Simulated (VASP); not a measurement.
## SiO2: single point with r2SCAN

SiO2:

```
CELL_PARAMETERS angstrom
4.18519 0.00000 0.00000
0.00000 4.18519 0.00000
0.00000 0.00000 2.66884
ATOMIC_POSITIONS crystal
Si 0.00000 0.00000 0.00000
Si 0.50000 0.50000 0.50000
O 0.30610 0.30610 0.00000
O 0.19390 0.80610 0.50000
O 0.80610 0.19390 0.50000
O 0.69390 0.69390 0.00000
```

| Quantity | Value |
| --- | --- |
| Program | VASP 6.6.1 |
| Task | single point |
| Functional | r2SCAN |
| Potentials or basis | VASP PAW PBE potentials, release 64 (Si, O) |
| Cutoff | 520 eV |
| k mesh | 6 × 6 × 8 |
| Occupations | fermi-dirac, width 0.02 eV |
| Spin | no spin polarisation |
| Dipole correction | no |
| Further INCAR settings | ALGO = Normal; EDIFF = 1e-07; NBANDS = 25 |

| Quantity | Value |
| --- | --- |
| Pressure | 0.4 GPa |
| Largest force | 0.021 eV/Å |
| Band gap on the k mesh | 6.51 eV |

Forces on the atoms (eV/Å):
```
Si   0.000  0.000  0.000
Si   0.000  0.000  0.000
O   -0.015 -0.015  0.000
O    0.015 -0.015  0.000
O   -0.015  0.015  0.000
O    0.015  0.015  0.000
```

Stress tensor (GPa, compression positive):
```
0.11 0.00 0.00
0.00 0.11 0.00
0.00 0.00 1.01
```

Levels at points of the mesh, in eV from the valence-band top:
```csv
k point,band 12,band 13,band 14,band 15,band 16,band 17,band 18,band 19,band 20,band 21
"(0.00, 0.00, 0.00)",-3.18,-2.52,-0.88,-0.88,0.00,6.51,7.64,9.47,9.47,12.05
"(0.50, 0.00, 0.00)",-3.93,-2.72,-2.72,-1.08,-1.08,8.70,8.70,10.05,10.05,12.08
"(0.50, 0.50, 0.00)",-3.31,-2.68,-2.68,-2.32,-2.32,8.39,8.39,11.05,11.05,14.33
"(0.00, 0.00, 0.50)",-4.66,-3.10,-3.10,-2.71,-2.71,10.14,10.14,13.74,13.74,13.90
"(0.50, 0.00, 0.50)",-4.00,-2.31,-2.31,-1.80,-1.80,9.81,9.81,10.88,10.88,13.30
"(0.50, 0.50, 0.50)",-4.53,-1.78,-1.78,-1.60,-1.60,8.15,8.15,12.00,12.00,12.78
```

It took 69 s on 1 thread of Intel(R) Xeon(R) 6975P-C (Granite Rapids) (shared host), peak memory 0.17 GiB.

Caveat: the PAW data sets were made with another functional, which shifts forces and pressure a little. A k mesh can miss the band edges.
